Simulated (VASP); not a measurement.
Runs of VASP 6.6.1 on ZrC. The structure is that of space group F-43m (No. 216), or close to it. The cells are those of the table. 

```tsv
level	cell	screening parameter	gap on the mesh (eV)	pressure (GPa)
PBE0	a = 3.600 Å, angles 60.0°, 2 atoms	-	(b)	-1.3
PBEsol-based global hybrid with 25 % exact exchange	a = 3.600 Å, angles 60.0°, 2 atoms	-	(a)	-3.9
PBEsol-based global hybrid with 25 % exact exchange	a = 3.569 Å, angles 60.0°, 2 atoms	-	2.11	0.1
HSE06	a = 3.589 Å, angles 60.0°, 2 atoms	0.2079 1/Å	1.46	0.1
```

Alike in all rows: task single point; potentials or basis VASP PAW PBE potentials, release 64 (Zr_sv, C); no spin polarisation; k mesh 5 × 5 × 5; cutoff (eV) 520; smearing fermi-dirac 0.05 eV.

Problem. Fill in the values left out.

Solution. (a) 2.14; (b) 2.18.

Caveats: all runs use coarse meshes; the PAW data sets were made with another functional, which shifts forces and pressure a little; an odd mesh through Γ misses points on the zone boundary, where band edges can lie.

A k mesh can miss the band edges, and the runs leave out spin-orbit coupling on Zr.
